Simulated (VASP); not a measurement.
Set up this calculation in VASP 6.6.1, as the native input.

```
Task                   : single point
Functional             : PBE
Potentials or basis    : VASP PAW PBE potentials, release 64 (Al, Zn, O, H)
Cutoff                 : 520 eV
k mesh                 : 1 × 1 × 1
Occupations            : gaussian, width 0.01 eV
Spin                   : no spin polarisation
Dipole correction      : no
Further INCAR settings : LREAL = Auto; ALGO = Normal; EDIFF = 1e-06; NBANDS = 243
```

The structure of Al31ZnHO48 (a cell with a defect) lies in POSCAR:

```
Al31ZnHO48
1.0
    4.8078835200      2.7758328500      8.7484141900
   -4.8078835200      2.7758328500      8.7484141900
    0.0000000000     -5.5516656900      8.7484141900
Al Zn O H
31 1 48 1
Direct
    0.3258027292      0.3285329497      0.3281043812
    0.0748584282      0.0753415534      0.0737570409
    0.1739675987      0.1758433175      0.1806298131
    0.3321729405      0.3158929248      0.8405663091
    0.4261983009      0.4300259536      0.9308344989
    0.0740820384      0.0749599611      0.5747036484
    0.1764750439      0.1731516713      0.6751922382
    0.3226969860      0.8260935093      0.3245257853
    0.4256088408      0.9294982468      0.4254887940
    0.0724778706      0.5750985073      0.0770897629
    0.1739666855      0.6790125652      0.1761930328
    0.3226629485      0.8258753760      0.8257244867
    0.4268193653      0.9267274780      0.9266199123
    0.0616048688      0.5890432162      0.5626356824
    0.1690703658      0.6790275372      0.6835229585
    0.8252459273      0.3251454290      0.3249871947
    0.9264964104      0.4266432291      0.4278929708
    0.5747237704      0.0752221024      0.0764362934
    0.6757808151      0.1790491211      0.1756700823
    0.8227430880      0.3256815728      0.8253446297
    0.9246210636      0.4286784910      0.9287438233
    0.5714596923      0.0781392472      0.5738504693
    0.6798417367      0.1746804378      0.6759831092
    0.8204859639      0.8270521013      0.3242716309
    0.9223209996      0.9323298639      0.4254076871
    0.5724514430      0.5759304901      0.0746809760
    0.6744331257      0.6796399479      0.1761588200
    0.8223871091      0.8253634316      0.8253134704
    0.9251706031      0.9278750607      0.9270588823
    0.5724122138      0.5741652229      0.5751120321
    0.6716740541      0.6788686939      0.6778938619
    0.4406095067      0.4327058036      0.4218897550
    0.2211476797      0.0264181364      0.3778231754
    0.4713987013      0.1271262465      0.2788933404
    0.0276494710      0.3756992851      0.2237454081
    0.3739769842      0.2218211434      0.0351484316
    0.1253831395      0.2781070364      0.4727083522
    0.2755026132      0.4745628348      0.1272123781
    0.2206376700      0.0302264329      0.8754530186
    0.4721359773      0.1249769282      0.7821087278
    0.0361894322      0.3784836950      0.7181675732
    0.3732274861      0.2132216666      0.5325606851
    0.1258072070      0.2801988488      0.9733474638
    0.2729938577      0.4536199534      0.6478006997
    0.2094658652      0.5339152269      0.3756912200
    0.4743124683      0.6429795059      0.2633360243
    0.0265151839      0.8779015827      0.2228052567
    0.3737664007      0.7245957860      0.0275582130
    0.1243194967      0.7751729337      0.4744939165
    0.2774573150      0.9748769501      0.1250950977
    0.2219433630      0.5290040687      0.8782263481
    0.4712131956      0.6266690646      0.7794607274
    0.0263997719      0.8771633461      0.7239322109
    0.3718145919      0.7150554847      0.5319578353
    0.1234108396      0.7806156504      0.9729326559
    0.2762367489      0.9685577757      0.6272754816
    0.7209790417      0.0314099589      0.3743071410
    0.9734014407      0.1261179287      0.2785830182
    0.5297215291      0.3780347485      0.2100642284
    0.8768239455      0.2246524205      0.0261718285
    0.6407030821      0.2641461677      0.4772267136
    0.7776104479      0.4726623315      0.1267014305
    0.7217792297      0.0294599260      0.8768241061
    0.9717911088      0.1272793716      0.7795884650
    0.5284904208      0.3742510105      0.7253967411
    0.8775312121      0.2224732438      0.5304958824
    0.6260752237      0.2789725463      0.9705153329
    0.7787936549      0.4735341864      0.6260838312
    0.7200065328      0.5284833673      0.3769356465
    0.9668442450      0.6283601775      0.2786380392
    0.5281762228      0.8782071185      0.2240020827
    0.8746500814      0.7227837141      0.0288228347
    0.6216376846      0.7792639331      0.4734492714
    0.7782747569      0.9744125583      0.1249773815
    0.7239885453      0.5298948548      0.8732481137
    0.9717105125      0.6267515871      0.7777307275
    0.5267272424      0.8771389314      0.7223879901
    0.8666899700      0.7289437796      0.5273133931
    0.6269955674      0.7808349880      0.9679702514
    0.7809102333      0.9682848786      0.6275135452
    0.2138975650      0.3795401182      0.6892336636
```

One way to write it, as run:

INCAR

```
  PREC = Accurate
  ENCUT = 520
  EDIFF = 1E-6
  ISMEAR = 0
  SIGMA = 0.01
  LREAL = Auto
  LASPH = T
  NELM = 120
  ALGO = Normal
  ISIF = 2
  LWAVE = F
  LCHARG = F
  GGA = PE
  NBANDS = 243
  GGA_COMPAT = F
```

KPOINTS

```
regular mesh
0
Gamma
  1 1 1
```

Potentials or basis: VASP PAW PBE potentials, release 64 (Al, Zn, O, H).

Command:

```console
$ cat potpaw_PBE.64/Al/POTCAR potpaw_PBE.64/Zn/POTCAR potpaw_PBE.64/O/POTCAR potpaw_PBE.64/H/POTCAR > POTCAR
$ mpirun -np 1 vasp_gam > vasp.out
```

Results of the run:

```json
{
 "Pressure": "2.5 GPa",
 "Largest force": "0.093 eV/Å",
 "Band gap on the k mesh": "5.20 eV"
}
```

Caveat: the k points lie up to 0.79 Å⁻¹ apart.

Run time: 6.3 min on 1 thread of Oxide Virtual Turin-like Processor, on a shared host, peak memory 0.95 GiB.
